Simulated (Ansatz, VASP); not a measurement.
## One calculation of SbO5, two programs

```
Sb O
1.0
     4.07232    0.00000    0.00000
    -2.03616    3.52674    0.00000
     0.00000    0.00000    5.24321
Sb O
1 5
Direct
  0.00000 0.00000 0.00000
  0.33333 0.66667 0.29637
  0.33333 0.66667 0.70363
  0.66667 0.33333 0.70363
  0.66667 0.33333 0.29637
  0.00000 0.00000 0.50000
```

Alike in both runs: task single point; functional PBE; k mesh 6 × 6 × 4; occupations gaussian, width 0.1 eV; no spin polarisation.

|  | VASP | Ansatz |
| --- | --- | --- |
| version | VASP 6.6.1 | Ansatz 0.2.0 |
| potentials or method | VASP PAW PBE potentials, release 64 (Sb, O), cutoff 520 eV | scalar-relativistic, plane waves, PAW |
| valence electrons in the cell | 35 | 45 |

```tsv
	VASP	Ansatz	Ansatz less VASP
gap on the k mesh at the Fermi level (eV)	none	none	-
pressure (GPa)	-17.3	-16.8	+0.52
traceless stress, the component that is largest in VASP (GPa)	-9.87	-9.76	+0.113
rms of the force components (eV/Å)	0.277	0.276	-0.0002
```

Atom by atom the forces differ by 0.000 eV/Å (rms over components). A gap of «none» marks a metal or a gap that the smearing closes. The functional is the same, so the differences come from potentials, cutoffs and numerics. VASP's potentials hold 35 valence electrons a cell and Ansatz's 45, so a difference there can come from the potentials and not from the codes.

Neither program's run includes spin-orbit coupling.
